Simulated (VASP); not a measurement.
Write the native input for VASP 6.6.1 that does the following.

| Quantity | Value |
| --- | --- |
| Task | single point |
| Functional | PBE |
| Potentials or basis | VASP PAW PBE potentials, release 64 (B, P) |
| Cutoff | 520 eV |
| k mesh | 6 × 6 × 6 |
| Occupations | gaussian, width 0.1 eV |
| Spin | no spin polarisation |
| Dipole correction | no |
| Further INCAR settings | ALGO = Normal; EDIFF = 1e-06; NBANDS = 11 |

The structure of BP lies in POSCAR:

```
BP
1.0
    2.9162445216      0.0000000000      0.0000000000
    0.0000000000      2.9162445216      0.0000000000
    0.0000000000      0.0000000000      2.5486535736
B P
1 1
Direct
    0.0000000000      0.0000000000      0.5000000000
    0.5000000000      0.5000000000      0.5000000000
```

The input as run:

INCAR

```
SYSTEM = BP
PREC = Accurate
ENCUT = 520
EDIFF = 1E-6
ISMEAR = 0
SIGMA = 0.1
LREAL = .FALSE.
LASPH = .TRUE.
NELM = 80
ALGO = Normal
ISIF = 2
LWAVE = .FALSE.
LCHARG = .FALSE.
GGA = PE
NBANDS = 11
```

KPOINTS

```
regular mesh
0
G
  6 6 6
  0 0 0
```

Potentials or basis: VASP PAW PBE potentials, release 64 (B, P).

The run is started by

```console
$ cat potpaw_PBE.64/B/POTCAR potpaw_PBE.64/P/POTCAR > POTCAR
$ mpirun -np 1 vasp_std > vasp.out
```

It gave:

```json
{
  "Pressure": "-0.2 GPa",
  "Band gap on the k mesh": "zero (band 4 reaches 11.73 eV, above the bottom of band 5 at 5.40 eV)"
}
```

Caveat: the k points lie up to 0.41 Å⁻¹ apart.

Wall time 2.9 s on 1 thread of Intel(R) Xeon(R) 6975P-C (Granite Rapids), on a shared host, peak memory 0.13 GiB.
